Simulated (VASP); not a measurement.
CoO:

```xyz
4
Lattice="1.4281 2.4736 0.0000 -4.2844 2.4736 0.0000 0.0000 0.0000 2.7876" Properties=species:S:1:pos:R:3 pbc="T T T"
Co    0.0000    0.0000    0.0000
Co   -1.4281    2.4736    0.0000
O    -2.8563    3.2982    1.3938
O    -1.4281    0.8245    1.3938
```

Program: VASP 6.6.1. Alike in all runs: task single point; spin collinear, antiferromagnetic start; cell as given; k mesh 7 × 4 × 7; cutoff (eV) 520; smearing gaussian 0.05 eV.

**Question.** Order these runs on this cell by their band gap on the k mesh, lowest first.
A. level LDA+U; potentials or basis VASP PAW LDA potentials, release 64 (Co, O); U Co d U = 6.0 eV
B. level PBE; potentials or basis VASP PAW PBE potentials, release 64 (Co, O)
C. level PBE+U; potentials or basis VASP PAW PBE potentials, release 64 (Co, O); U Co d U = 4.0 eV

**Answer.** B (metal), C (1.40 eV), A (1.63 eV).

Caveats: the cell stands under tension (at least some runs); an odd mesh through Γ misses points on the zone boundary, where band edges can lie (at least some runs); semilocal functionals often make such compounds metallic where correlation or magnetic order opens a gap, which also shifts bond lengths (at least some runs).
